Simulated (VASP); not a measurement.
Here is a VASP 6.6.1 calculation.

Contents of INCAR:

```
SYSTEM = AlFe3
ALGO = Normal ; EDIFF = 1E-7
ENCUT = 520 ; GGA = PS
ISIF = 2 ; ISMEAR = -1
ISPIN = 2 ; LASPH = .True.
LCHARG = .False. ; LMAXMIX = 4
LORBIT = 11 ; LREAL = .False.
LWAVE = .False. ; MAGMOM = 0 4.5 4.5 4.5
NBANDS = 26 ; NELM = 150
PREC = Accurate ; SIGMA = 0.1
```

The input KPOINTS:

```
k-points
0
Gamma
  3 3 3
  0 0 0
```

File POSCAR:

```
AlFe3
1.0
    3.6392911100      0.0000000000      0.0000000000
    0.0000000000      3.6392911100      0.0000000000
    0.0000000000      0.0000000000      3.6392911100
Al Fe
1 3
Direct
    0.0000000000      0.0000000000      0.0000000000
    0.0000000000      0.5000000000      0.5000000000
    0.5000000000      0.0000000000      0.5000000000
    0.5000000000      0.5000000000      0.0000000000
```

Potentials or basis: VASP PAW PBE potentials, release 64 (Al, Fe).

Run with:

```bash
$ cat potpaw_PBE.64/Al/POTCAR potpaw_PBE.64/Fe/POTCAR > POTCAR
$ mpirun -np 1 vasp_std > vasp.out
```

What does it give for the net moment?

6.00 μB per cell.

Estimate the pressure.

-8.7 GPa.

Caveat: the k points lie up to 0.58 Å⁻¹ apart; the PAW data sets were made with another functional, which shifts forces and pressure a little.
